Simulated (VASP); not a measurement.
# BAs (F-43m) in VASP: a series of runs

Aim: see how the results for BAs move with the level of theory and the settings. Levels: LDA, r2SCAN. Tasks: single point.

Everything below comes from runs of VASP 6.6.1. Logs are shortened: lines on timing, memory, paths and dates and some standing lists are left out, and cuts for length are marked.

**1. The cell of the first run**

It takes space group F-43m (No. 216, cubic). Conventional cell: a = 4.784 Å, b = 4.784 Å, c = 4.784 Å, α = 90.00°, β = 90.00°, γ = 90.00°. Within 2.7 Å of B (site symmetry -43m) lie 4 As at 2.07 Å. As (site symmetry -43m) has 4 B at 2.07 Å within 2.7 Å.

**2. Single point, LDA**

Contents of INCAR:

```
ALGO     = Normal         # electronic algorithm
EDIFF    = 1E-6           # SCF threshold, eV
ENCUT    = 520            # plane-wave cutoff, eV
GGA      = CA             # functional
ISIF     = 2              # what is computed and relaxed
ISMEAR   = 0              # smearing method
LASPH    = True           # aspherical terms in the spheres
LCHARG   = False          # write CHGCAR
LREAL    = False          # projectors in reciprocal space
LWAVE    = False          # write WAVECAR
NBANDS   = 11             # bands
NELM     = 80             # most SCF steps
PREC     = Accurate       # precision mode
SIGMA    = 0.01           # smearing width, eV
```

Contents of KPOINTS:

```
k-points
0
Gamma
  10 10 10
```

Contents of POSCAR:

```
BAs
1.0
    0.0000000000      2.3918700258      2.3918700258
    2.3918700258      0.0000000000      2.3918700258
    2.3918700258      2.3918700258      0.0000000000
B As
1 1
Direct
    0.0000000000      0.0000000000      0.0000000000
    0.2500000000      0.2500000000      0.2500000000
```

Potentials or basis: VASP PAW LDA potentials, release 64 (B, As).

Command:

```bash
$ cat potpaw_LDA.64/B/POTCAR potpaw_LDA.64/As/POTCAR > POTCAR
$ mpirun -np 1 vasp_std > vasp.out
```

OUTCAR:

```text
EDIFF = 1E-6
   ENCUT = 520
   GGA = CA
   ISIF = 2
   ISMEAR = 0
   LASPH = True
   LREAL = False
   NELM = 80
   PREC = Accurate

 ion  position               nearest neighbor table
   1  0.000  0.000  0.000-   2 2.07   2 2.07   2 2.07   2 2.07
   2  0.250  0.250  0.250-   1 2.07   1 2.07   1 2.07   1 2.07

  LATTYP: Found a face centered cubic cell.
 ALAT       =     4.7837400516

  Lattice vectors:

 A1 = (   0.0000000000,   2.3918700258,   2.3918700258)
 A2 = (   2.3918700258,   0.0000000000,   2.3918700258)
 A3 = (   2.3918700258,   2.3918700258,   0.0000000000)

Analysis of symmetry for initial positions (statically):
=====================================================================
 Subroutine PRICEL returns:
 Original cell was already a primitive cell.

 Routine SETGRP: Setting up the symmetry group for a
 face centered cubic supercell.

 Subroutine GETGRP returns: Found 24 space group operations
 (whereof 24 operations were pure point group operations)
 out of a pool of 48 trial point group operations.

The static configuration has the point symmetry T_d .

Analysis of symmetry for dynamics (positions and initial velocities):
=====================================================================
 Subroutine PRICEL returns:
 Original cell was already a primitive cell.

 Routine SETGRP: Setting up the symmetry group for a
 face centered cubic supercell.

 Subroutine GETGRP returns: Found 24 space group operations
 (whereof 24 operations were pure point group operations)
 out of a pool of 48 trial point group operations.

The dynamic configuration has the point symmetry T_d .

 Subroutine INISYM returns: Found 24 space group operations
 (whereof 24 operations are pure point group operations),
 and found     1 'primitive' translations

----------------------------------------------------------------------------------------

                                     Primitive cell

  volume of cell :      27.3680

  direct lattice vectors                    reciprocal lattice vectors
     0.000000000  2.391870026  2.391870026    -0.209041459  0.209041459  0.209041459
     2.391870026  0.000000000  2.391870026     0.209041459 -0.209041459  0.209041459
     2.391870026  2.391870026  0.000000000     0.209041459  0.209041459 -0.209041459

  length of vectors
     3.382615030  3.382615030  3.382615030     0.362070428  0.362070428  0.362070428

  position of ions in fractional coordinates (direct lattice)
     0.000000000  0.000000000  0.000000000
     0.250000000  0.250000000  0.250000000

  ion indices of the primitive-cell ions
   primitive index   ion index
                 1           1
                 2           2

----------------------------------------------------------------------------------------

 KPOINTS: k-points

Automatic generation of k-mesh.
 Grid dimensions read from file:
 generate k-points for:   10   10   10

 Generating k-lattice:

  Cartesian coordinates                     Fractional coordinates (reciprocal lattice)
    -0.020904146  0.020904146  0.020904146     0.100000000  0.000000000  0.000000000
     0.020904146 -0.020904146  0.020904146     0.000000000  0.100000000  0.000000000
     0.020904146  0.020904146 -0.020904146     0.000000000  0.000000000  0.100000000

  Length of vectors
     0.036207043  0.036207043  0.036207043

  Shift w.r.t. Gamma in fractional coordinates (k-lattice)
     0.000000000  0.000000000  0.000000000

 Subroutine IBZKPT returns following result:
 ===========================================

 Found     47 irreducible k-points:

 Following reciprocal coordinates:
            Coordinates               Weight
  0.000000  0.000000  0.000000      1.000000
  0.100000  0.000000  0.000000      8.000000
  0.200000  0.000000  0.000000      8.000000
  0.300000  0.000000  0.000000      8.000000
  0.400000  0.000000  0.000000      8.000000
  0.500000  0.000000  0.000000      4.000000
[... 16 lines left out ...]
  0.300000  0.300000  0.000000      6.000000
  0.400000  0.300000  0.000000     24.000000
 [... further k-points ...]
   k-points           NKPTS =     47   k-points in BZ     NKDIM =     47   number of bands    NBANDS=     11
   number of dos      NEDOS =    301   number of ions     NIONS =      2
   total plane-waves  NPLWV =  21952
   dimension x,y,z NGX =    28 NGY =   28 NGZ =   28
   dimension x,y,z NGXF=    56 NGYF=   56 NGZF=   56
   ions per type =               1   1
   NGX,Y,Z   is equivalent  to a cutoff of  13.76, 13.76, 13.76 a.u.
   NGXF,Y,Z  is equivalent  to a cutoff of  27.52, 27.52, 27.52 a.u.
 SYSTEM =  unknown system
   PREC   = accura    normal or accurate (medium, high low for compatibility)
   ISTART =      0    job   : 0-new  1-cont  2-samecut
   ICHARG =      2    charge: 1-file 2-atom 10-const
   ISPIN  =      1    spin polarized calculation?
   LNONCOLLINEAR =      F non collinear calculations
   LSORBIT =      F    spin-orbit coupling
   LASPH  =      T    aspherical Exc in radial PAW
   ENCUT  =  520.0 eV  38.22 Ry    6.18 a.u.   6.29  6.29  6.29*2*pi/ulx,y,z
   NELM   =     80;   NELMIN=  2; NELMDL= -5     # of ELM steps
   EDIFF  = 0.1E-05   stopping-criterion for ELM
   LREAL  =      F    real-space projection
   EDIFFG = 0.1E-04   stopping-criterion for IOM
   NSW    =      0    number of steps for IOM
   IBRION =     -1    ionic relax: 0-MD 1-quasi-New 2-CG
   NFREE  =      0    steps in history (QN), initial steepest desc. (CG)
   ISIF   =      2    stress and relaxation
   ISYM   =      2    0-nonsym 1-usesym 2-fastsym
   POTIM  = 0.5000    time-step for ionic-motion
   TEBEG  =    0.0;   TEEND  =   0.0 temperature during run
   PSTRESS=    0.0 pullay stress
   NELECT =       8.0000    total number of electrons
   NUPDOWN=      -1.0000    fix difference up-down
   EMIN   =  10.00;   EMAX   =-10.00  energy-range for DOS
   EFERMI =   0.00;   METHOD = LEGACY
   ISMEAR =     0;   SIGMA  =   0.01  broadening in eV -4-tet -1-fermi 0-gaus
   EFERMI_NEDOS =   21; number of points for ismear=-14 and -15
   IALGO  =     38    algorithm
   IMIX   =      4    mixing-type and parameters
     AMIX     =   0.40;   BMIX     =  1.00
     AMIX_MAG =   1.60;   BMIX_MAG =  1.00
  volume/ion in A,a.u.               =      13.68        92.34
  Fermi-wavevector in a.u.,A,eV,Ry     =   1.086485  2.053160 16.061006  1.180451
  Thomas-Fermi vector in A             =   2.222623
   LORBIT       =      0    0 simple, 1 ext, 2 COOP (PROOUT), +10 PAW based schemes
   GGA     = CA    functional components
   LHFCALC =     F    Hartree Fock is set to
   AEXX    =    0.0000 exact exchange contribution
   IVDW    =     0    specifies the selected vdW correction
   LEPSILON=     F    determine dielectric tensor
   LRPA    =     F    only Hartree local field effects (RPA)
 non-spin polarized calculation
 Gauss-broadening in eV      SIGMA  =   0.01
  energy-cutoff  :      520.00
  volume of cell :       27.37
 maximum number of plane-waves:       754
 NGX is ok and might be reduce to    28
   NGX = 13   NGY = 13   NGZ = 13

 number of electron       8.0000000 magnetization

 Free energy of the ion-electron system (eV)
  ---------------------------------------------------
  ext. energy  EPLUGINS =         0.00000000
  ---------------------------------------------------
  free energy    TOTEN  =       -12.91848647 eV

  energy without entropy =      -12.91848647  energy(sigma->0) =      -12.91848647

 E-fermi :   6.2208     XC(G=0): -10.7664

 val. band max:        6.1092466226   @ k =   0.0000   0.0000   0.0000
 cond. band min:       7.2350163003   @ k =   0.4000   0.4000   0.0000
 fundamental gap:      1.1257696777
 Fermi energy:         6.2207657756

 k-point     1 :       0.0000    0.0000    0.0000
  band No.  band energies     occupation
      1      -9.2291      2.00000
      2       6.1092      2.00000
      3       6.1092      2.00000
      4       6.1092      2.00000
      5       9.3531      0.00000
      6       9.3531      0.00000
      7       9.3531      0.00000
      8      10.7479      0.00000
      9      15.4445      0.00000
     10      19.1243      0.00000
     11      19.1243      0.00000

 k-point     2 :       0.1000    0.0000    0.0000
  band No.  band energies     occupation
      1      -9.0660      2.00000
      2       4.7241      2.00000
      3       5.8093      2.00000
      4       5.8093      2.00000
      5       9.4851      0.00000
      6       9.7471      0.00000
      7       9.7471      0.00000
      8      11.6164      0.00000
      9      16.0853      0.00000
     10      17.9979      0.00000
     11      17.9979      0.00000

 k-point     3 :       0.2000    0.0000    0.0000
  band No.  band energies     occupation
      1      -8.5853      2.00000
      2       2.3728      2.00000
      3       5.2383      2.00000
      4       5.2383      2.00000
      5       9.2736      0.00000
      6      10.4583      0.00000
      7      10.4583      0.00000
      8      13.1965      0.00000
      9      17.0992      0.00000
     10      17.2655      0.00000
     11      17.2655      0.00000

 k-point     4 :       0.3000    0.0000    0.0000
  band No.  band energies     occupation
      1      -7.8237      2.00000
      2       0.0952      2.00000
      3       4.7335      2.00000
      4       4.7335      2.00000
      5       9.0105      0.00000
      6      10.8601      0.00000
      7      10.8601      0.00000
      8      14.4095      0.00000
      9      17.2462      0.00000
     10      17.6956      0.00000
     11      17.6956      0.00000
[... 239 lines left out ...]
 k-point    22 :      -0.2000    0.2000    0.0000
  band No.  band energies     occupation
      1      -7.5629      2.00000
      2       0.6823      2.00000
      3       2.0552      2.00000
      4       4.8242      2.00000
      5       9.9936      0.00000
      6      11.1812      0.00000
      7      12.0401      0.00000
      8      13.0159      0.00000
      9      15.9780      0.00000
     10      18.5198      0.00000
     11      20.0949      0.00000

 k-point    23 :       0.3000    0.3000    0.0000
  band No.  band energies     occupation
      1      -7.3300      2.00000
      2       0.9530      2.00000
      3       2.9373      2.00000
      4       2.9373      2.00000
      5       7.4579      0.00000
      6       9.7035      0.00000
      7      14.4599      0.00000
      8      14.4599      0.00000
      9      16.9685      0.00000
     10      20.8992      0.00000
     11      21.2620      0.00000

 k-point    24 :       0.4000    0.3000    0.0000
  band No.  band energies     occupation
      1      -6.6118      2.00000
      2      -0.2772      2.00000
      3       2.1507      2.00000
      4       2.6421      2.00000
      5       7.7561      0.00000
      6       9.4422      0.00000
      7      14.8356      0.00000
      8      15.0699      0.00000
      9      17.9674      0.00000
     10      21.6847      0.00000
     11      21.9858      0.00000

 [... further k-points ...]
[... 5 lines left out ...]
  --------------------------------------------------------------------------------------
  -------------------------------------------------------------------------------------
  Total       -0.6237379     -0.6237379     -0.6237379      0.0000000     -0.0000000      0.0000000
  in kB      -36.5148922    -36.5148922    -36.5148922      0.0000000     -0.0000000      0.0000000
  external PRESSURE =     -36.5148922 kB  Pullay stress =       0.0000000 kB

 VOLUME and BASIS-vectors are now :
 -----------------------------------------------------------------------------
  energy-cutoff  :      520.00
  volume of cell :       27.37
      direct lattice vectors                 reciprocal lattice vectors
     0.000000000  2.391870026  2.391870026    -0.209041459  0.209041459  0.209041459
     2.391870026  0.000000000  2.391870026     0.209041459 -0.209041459  0.209041459
     2.391870026  2.391870026  0.000000000     0.209041459  0.209041459 -0.209041459

 POSITION                                       TOTAL-FORCE (eV/Angst)
 -----------------------------------------------------------------------------------
      0.00000      0.00000      0.00000         0.000000      0.000000      0.000000
      1.19594      1.19594      1.19594        -0.000000     -0.000000     -0.000000
 -----------------------------------------------------------------------------------
    total drift:                               -0.000000     -0.000000     -0.000000

  FREE ENERGIE OF THE ION-ELECTRON SYSTEM (eV)
  ---------------------------------------------------
  free  energy   TOTEN  =       -12.9184864669 eV

  energy  without entropy=      -12.9184864669  energy(sigma->0) =      -12.91848647
```

Run time: 6.9 s. Hardware: 1 thread of Intel Xeon 6975P-C (Granite Rapids), shared host; peak memory 0.14 GiB.

What came out:

* Free energy: -12.9185 eV
* Pressure: -3.7 GPa
* Band gap on the k mesh: 1.13 eV, indirect (least direct gap 3.24 eV)

Levels at points of the mesh, in eV from the valence-band top:
| k point | band 2 | band 3 | band 4 | band 5 | band 6 | band 7 |
| --- | --- | --- | --- | --- | --- | --- |
| (0.00, 0.00, 0.00) | 0.00 | 0.00 | 0.00 | 3.24 | 3.24 | 3.24 |
| (0.50, 0.00, 0.00) | -8.72 | -1.81 | -1.81 | 2.67 | 4.74 | 4.74 |
| (0.50, 0.50, 0.00) | -8.40 | -4.06 | -4.06 | 1.34 | 1.42 | 11.19 |

**3. Single point, r2SCAN**

POSCAR is that of step 2.

Contents of INCAR.step1:

```
PREC = Accurate
ENCUT = 520
ISMEAR = -1
SIGMA = 0.02
LREAL = F
LASPH = T
NELM = 60
NBANDS = 11
GGA = PE
ALGO = Normal
EDIFF = 1E-4
LWAVE = T
LCHARG = F
```

Contents of INCAR.step2:

```
PREC = Accurate
ENCUT = 520
EDIFF = 1E-6
ISMEAR = -1
SIGMA = 0.02
LREAL = F
LASPH = T
NELM = 60
ALGO = Normal
ISIF = 2
LWAVE = F
LCHARG = F
METAGGA = R2SCAN
LMIXTAU = T
NBANDS = 11
ISTART = 1
```

Contents of KPOINTS:

```
Automatic mesh
0
Gamma
  8 8 8
```

Potentials or basis: VASP PAW PBE potentials, release 64 (B, As).

Command:

```bash
$ cat potpaw_PBE.64/B/POTCAR potpaw_PBE.64/As/POTCAR > POTCAR
$ cp INCAR.step1 INCAR
$ mpirun -np 1 vasp_std > vasp.out
$ cp INCAR.step2 INCAR
$ mpirun -np 1 vasp_std > vasp.out
```

It took 23 s on 1 thread of Intel Xeon 6975P-C (Granite Rapids), shared host; peak memory 0.16 GiB.

The run converged. Its results:

| Quantity | Value |
| --- | --- |
| Free energy | -22.2540 eV |
| Pressure | 0.3 GPa |
| Band gap on the k mesh | 1.39 eV, indirect (least direct gap 3.44 eV) |

Levels at points of the mesh, in eV from the valence-band top:
```csv
k point,band 1,band 2,band 3,band 4,band 5,band 6,band 7,band 8,band 9
"(0.00, 0.00, 0.00)",-16.12,0.00,0.00,0.00,3.44,3.44,3.44,5.10,10.36
"(0.50, 0.00, 0.00)",-13.11,-9.21,-1.93,-1.93,2.95,5.05,5.05,9.57,13.61
"(0.50, 0.50, 0.00)",-11.68,-9.04,-4.29,-4.29,1.62,1.70,12.12,12.12,13.84
```

Caveat: the PAW data sets were made with another functional, which shifts forces and pressure a little.

(Part 1 of 2 ends here.)
